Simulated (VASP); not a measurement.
# HfO2 (Fm-3m) in VASP: a series of runs, part 2 of 3

VASP 6.6.1. Earlier steps stand in the parts before.

## (3) Relaxation of cell and atoms, PBE

This run uses another cell than the first one, of 11.15 Å³/atom.

File INCAR:

```
PREC = Accurate ; ENCUT = 600
EDIFF = 1E-7 ; ISMEAR = -1
SIGMA = 0.02 ; LREAL = False
LASPH = True ; NELM = 120
ALGO = Normal ; ISIF = 3
LWAVE = False ; LCHARG = False
GGA = PE ; IBRION = 2
NSW = 80 ; EDIFFG = -0.01
GGA_COMPAT = False ; NELMIN = 4
```

File KPOINTS:

```
Automatic mesh
0
Gamma
  10 10 10
```

File POSCAR:

```
HfO2
1.0
    0.0000000000      2.5575000000      2.5575000000
    2.5575000000      0.0000000000      2.5575000000
    2.5575000000      2.5575000000      0.0000000000
Hf O
1 2
Direct
    0.0000000000      0.0000000000      0.0000000000
    0.2500000000      0.2500000000      0.2500000000
    0.7500000000      0.7500000000      0.7500000000
```

Potentials or basis: VASP PAW PBE potentials, release 64 (Hf_pv, O).

The run is started by

```sh
$ cat potpaw_PBE.64/Hf_pv/POTCAR potpaw_PBE.64/O/POTCAR > POTCAR
$ mpirun -np 1 vasp_std > vasp.out
```

OUTCAR:

```text
PREC = Accurate
   ENCUT = 600
   EDIFF = 1E-7
   ISMEAR = -1
   LREAL = False
   LASPH = True
   NELM = 120
   ISIF = 3
   GGA = PE
   IBRION = 2
   NSW = 80
   EDIFFG = -0.01
   NELMIN = 4

 ion  position               nearest neighbor table
   1  0.000  0.000  0.000-   3 2.21   3 2.21   3 2.21   2 2.21   3 2.21   2 2.21   2 2.21   2 2.21

   2  0.250  0.250  0.250-   1 2.21   1 2.21   1 2.21   1 2.21
   3  0.750  0.750  0.750-   1 2.21   1 2.21   1 2.21   1 2.21

  LATTYP: Found a face centered cubic cell.
 ALAT       =     5.1150000000

  Lattice vectors:

 A1 = (   0.0000000000,   2.5575000000,   2.5575000000)
 A2 = (   2.5575000000,   0.0000000000,   2.5575000000)
 A3 = (   2.5575000000,   2.5575000000,   0.0000000000)

Analysis of symmetry for initial positions (statically):
=====================================================================
 Subroutine PRICEL returns:
 Original cell was already a primitive cell.

 Routine SETGRP: Setting up the symmetry group for a
 face centered cubic supercell.

 Subroutine GETGRP returns: Found 48 space group operations
 (whereof 48 operations were pure point group operations)
 out of a pool of 48 trial point group operations.

The static configuration has the point symmetry O_h .

Analysis of symmetry for dynamics (positions and initial velocities):
[... 172 lines left out ...]
  external PRESSURE =     -62.3607503 kB  Pullay stress =       0.0000000 kB
[... 61 lines left out ...]
--------------------------------------- Ionic step        3  -------------------------------------------

 number of electron      21.9999997 magnetization

 Free energy of the ion-electron system (eV)
  ---------------------------------------------------
  ext. energy  EPLUGINS =         0.00000000
  ---------------------------------------------------
  free energy    TOTEN  =       -30.25614017 eV

  energy without entropy =      -30.25614017  energy(sigma->0) =      -30.25614017

 E-fermi :   4.6783     XC(G=0): -11.8353

 val. band max:        4.2720304810   @ k =   0.5000   0.5000   0.0000
 cond. band min:       8.0737561493   @ k =   0.5000   0.5000   0.0000
 fundamental gap:      3.8017256683
 Fermi energy:         4.6783196893

 k-point     1 :       0.0000    0.0000    0.0000
  band No.  band energies     occupation
      1     -25.4167      2.00000
      2     -25.4167      2.00000
      3     -25.4167      2.00000
      4     -14.4555      2.00000
      5     -11.4264      2.00000
      6      -1.0665      2.00000
      7      -1.0665      2.00000
      8      -1.0665      2.00000
      9       3.6650      2.00000
     10       3.6650      2.00000
     11       3.6650      2.00000
     12       8.1533      0.00000
     13       8.1533      0.00000
     14      10.1063      0.00000
[... 401 lines left out ...]
      2     -25.5279      2.00000
      3     -25.5114      2.00000
      4     -12.8022      2.00000
      5     -12.4752      2.00000
      6      -1.1608      2.00000
      7       0.1809      2.00000
      8       0.1901      2.00000
      9       2.8267      2.00000
     10       3.1601      2.00000
     11       3.1772      2.00000
     12       8.5576      0.00000
     13       9.3494      0.00000
     14      11.9810      0.00000
     15      12.4087      0.00000

 [... further k-points ...]
[... 5 lines left out ...]
  --------------------------------------------------------------------------------------
  -------------------------------------------------------------------------------------
  Total       -0.0053767     -0.0053767     -0.0053767      0.0000000      0.0000000      0.0000000
  in kB       -0.2642573     -0.2642573     -0.2642573      0.0000000      0.0000000      0.0000000
  external PRESSURE =      -0.2642573 kB  Pullay stress =       0.0000000 kB
[... 18 lines left out ...]
  FREE ENERGIE OF THE ION-ELECTRON SYSTEM (eV)
  ---------------------------------------------------
  free  energy   TOTEN  =       -30.2561401697 eV

  energy  without entropy=      -30.2561401697  energy(sigma->0) =      -30.25614017

 reached required accuracy - stopping structural energy minimisation
```

OSZICAR:

```text
N       E                     dE             d eps       ncg     rms          rms(c)
DAV:   1     0.108788302870E+03    0.10879E+03   -0.14126E+04  1410   0.161E+03
DAV:   2    -0.318898658853E+02   -0.14068E+03   -0.13795E+03  1838   0.338E+02
DAV:   3    -0.360411778081E+02   -0.41513E+01   -0.41479E+01  1746   0.568E+01
[... 34 lines left out ...]
DAV:  10    -0.302565009376E+02    0.40621E-03   -0.56100E-04  1480   0.173E-01    0.110E+00
DAV:  11    -0.302562048963E+02    0.29604E-03   -0.87637E-04  1627   0.207E-01    0.437E-01
DAV:  12    -0.302561425191E+02    0.62377E-04   -0.30310E-04  1676   0.122E-01    0.631E-02
DAV:  13    -0.302561401787E+02    0.23404E-05   -0.13134E-05  1870   0.257E-02    0.145E-02
DAV:  14    -0.302561401697E+02    0.90454E-08   -0.50139E-08  1016   0.196E-03
   3 F= -.30256140E+02 E0= -.30256140E+02  d E =-.172474E-01
```

CONTCAR:

```text
HfO2
   1.00000000000000
    -0.0000000000000000    2.5354561418874426    2.5354561418874426
     2.5354561418874426    0.0000000000000000    2.5354561418874426
     2.5354561418874426    2.5354561418874426   -0.0000000000000000
  Hf              O
     1     2
Direct
     0.0000000000000000    0.0000000000000000    0.0000000000000000
     0.2500000000000000    0.2500000000000000    0.2500000000000000
     0.7500000000000000    0.7500000000000000    0.7500000000000000

  0.00000000E+00  0.00000000E+00  0.00000000E+00
  0.00000000E+00  0.00000000E+00  0.00000000E+00
  0.00000000E+00  0.00000000E+00  0.00000000E+00
```

It took 3.1 min on 1 thread of Intel Xeon 8259CL, shared host; peak memory 0.19 GiB.

Results:

| Item | Value |
| --- | --- |
| Free energy | -30.2561 eV |
| Relaxed volume | 10.87 Å³/atom |
| Relaxed cell | a = 3.586 Å, b = 3.586 Å, c = 3.586 Å, α = 60.00°, β = 60.00°, γ = 60.00° |
| Space group after relaxing (to 0.1 Å) | Fm-3m (No. 225) |
| Energy gained by relaxing | 5.7 meV/atom |
| Ionic steps | 3 |
| Pressure after relaxing | 0.0 GPa |
| Band gap on the k mesh | 3.80 eV |

Step by step:
| step | energy change (eV) | largest force (eV/Å) | pressure (GPa) | volume (Å³) |
| --- | --- | --- | --- | --- |
| 1 | 0.0000 | 0.0000 | -6.24 | 33.46 |
| 2 | 0.0194 | 0.0000 | 10.19 | 31.40 |
| 3 | -0.0172 | 0.0000 | -0.03 | 32.60 |

Final structure:
```
CELL_PARAMETERS angstrom
0.00000 2.53546 2.53546
2.53546 0.00000 2.53546
2.53546 2.53546 0.00000
ATOMIC_POSITIONS crystal
Hf 0.00000 0.00000 0.00000
O 0.25000 0.25000 0.25000
O 0.75000 0.75000 0.75000
```

Levels at points of the mesh, in eV from the valence-band top:
```tsv
k point	band 9	band 10	band 11	band 12	band 13	band 14
(0.00, 0.00, 0.00)	-0.61	-0.61	-0.61	3.88	3.88	5.83
(0.50, 0.00, 0.00)	-2.73	-1.83	-1.83	4.61	4.61	6.98
(0.50, 0.50, 0.00)	-1.53	-1.53	0.00	3.80	5.50	6.63
```

Caveat: spin-orbit coupling is left out, which moves the levels of the heavy elements. A k mesh can miss the band edges.

## (4) Relaxation of cell and atoms, PBEsol

This run uses another cell than the first one, of 11.15 Å³/atom.

INCAR: that of step 3 with these lines changed.

```diff
@@ -6,3 +6,3 @@
 LWAVE = False ; LCHARG = False
-GGA = PE ; IBRION = 2
+GGA = PS ; IBRION = 2
 NSW = 80 ; EDIFFG = -0.01
```

File KPOINTS:

```
regular mesh
0
Gamma
  10 10 10
```

POSCAR is that of step 3.

The run is started by

```sh
$ cat potpaw_PBE.64/Hf_pv/POTCAR potpaw_PBE.64/O/POTCAR > POTCAR
$ mpirun -np 1 vasp_std > vasp.out
```

Run time: 3.5 min. Hardware: 1 thread of Intel Xeon 8259CL, shared host; peak memory 0.2 GiB.

Results (log left out):

```yaml
Free_energy: -31.6471 eV
Relaxed_volume: 10.53 Å³/atom
Relaxed_cell: a = 3.549 Å, b = 3.549 Å, c = 3.549 Å, α = 60.00°, β = 60.00°, γ = 60.00°
Space_group_after_relaxing_to_0.1_Å: Fm-3m (No. 225)
Energy_gained_by_relaxing: 28.0 meV/atom
Ionic_steps: 4
Pressure_after_relaxing: 0.0 GPa
Band_gap_on_the_k_mesh: 3.75 eV
```

The path:
```tsv
step	energy change (eV)	largest force (eV/Å)	pressure (GPa)	volume (Å³)
1	0.0000	0.0000	-13.75	33.46
2	0.1214	0.0000	27.66	29.03
3	-0.0839	0.0000	-0.35	31.64
4	-0.0839	0.0000	-0.04	31.60
```

Final structure:
```
Hf O
1.0
     0.00000    2.50935    2.50935
     2.50935    0.00000    2.50935
     2.50935    2.50935    0.00000
Hf O
1 2
Direct
  0.00000 0.00000 0.00000
  0.25000 0.25000 0.25000
  0.75000 0.75000 0.75000
```

Levels at points of the mesh, in eV from the valence-band top:
```
           k point  band 7  band 8  band 9  band 10  band 11  band 12  band 13  band 14  band 15
(0.00, 0.00, 0.00)   -5.59   -5.59   -0.63    -0.63    -0.63     3.85     3.85     5.89    10.81
(0.50, 0.00, 0.00)   -4.52   -3.13   -2.84    -1.89    -1.89     4.63     4.63     7.24     8.94
(0.50, 0.50, 0.00)   -3.57   -3.57   -1.60    -1.60     0.00     3.75     5.59     6.88     8.41
```

Caveat: the PAW data sets were made with another functional, which shifts forces and pressure a little; spin-orbit coupling is left out, which moves the levels of the heavy elements.

(Continued in part 3 of 3.)
